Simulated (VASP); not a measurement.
A run of VASP 6.6.1 is set up as follows.

INCAR

```
SYSTEM = LiP4Ir
ALGO     = Normal         ! electronic algorithm
EDIFF    = 1E-6           ! SCF threshold, eV
ENCUT    = 520            ! plane-wave cutoff, eV
GGA      = PE             ! functional
ISIF     = 2              ! what is computed and relaxed
ISMEAR   = 0              ! smearing method
LASPH    = .True.         ! aspherical terms in the spheres
LCHARG   = .False.        ! write CHGCAR
LREAL    = .False.        ! projectors in reciprocal space
LWAVE    = .False.        ! write WAVECAR
NBANDS   = 44             ! bands
NELM     = 60             ! most SCF steps
PREC     = Accurate       ! precision mode
SIGMA    = 0.1            ! smearing width, eV
```

The input KPOINTS:

```
k-points
0
Gamma
  4 4 4
  0 0 0
```

Contents of POSCAR:

```
LiP4Ir
1.0
   -2.8634726106      2.8634726106      6.2118824375
    2.8634726106     -2.8634726106      6.2118824375
    2.8634726106      2.8634726106     -6.2118824375
Li P Ir
2 8 2
Direct
    0.2500000000      0.7500000000      0.5000000000
    0.5000000000      0.5000000000      0.0000000000
    0.5942000000      0.4863000000      0.4093000000
    0.2363000000      0.3270000000      0.3921000000
    0.0770000000      0.1849000000      0.5907000000
    0.9349000000      0.8442000000      0.6079000000
    0.1558000000      0.7637000000      0.0907000000
    0.5137000000      0.9230000000      0.1079000000
    0.6730000000      0.0651000000      0.9093000000
    0.8151000000      0.4058000000      0.8921000000
    0.7500000000      0.2500000000      0.5000000000
    0.0000000000      0.0000000000      0.0000000000
```

Potentials or basis: VASP PAW PBE potentials, release 64 (Li_sv, P, Ir).

Launch:

```bash
$ cat potpaw_PBE.64/Li_sv/POTCAR potpaw_PBE.64/P/POTCAR potpaw_PBE.64/Ir/POTCAR > POTCAR
$ mpirun -np 1 vasp_std > vasp.out
```

**Question.** Estimate the band gap on the k mesh.

**Answer.** Zero (bands 32 and 33 overlap by 0.27 eV).

**Question.** What does it give for the largest force?

**Answer.** 10.426 eV/Å.

Forces in eV/Å, atoms in the order of the input:
```
Li   0.000  0.000  0.000
Li   0.000  0.000  0.000
P    4.152 -7.648  5.742
P    7.648  4.152  5.742
P   -4.152  7.648  5.742
P   -7.648 -4.152  5.742
P   -4.152  7.648 -5.742
P   -7.648 -4.152 -5.742
P    4.152 -7.648 -5.742
P    7.648  4.152 -5.742
Ir   0.000  0.000  0.000
Ir   0.000  0.000  0.000
```

Caveat: spin-orbit coupling is left out, which moves the levels of the heavy elements; forces of over 1 eV/Å act on the atoms, so gaps and moduli don't describe the material at rest.
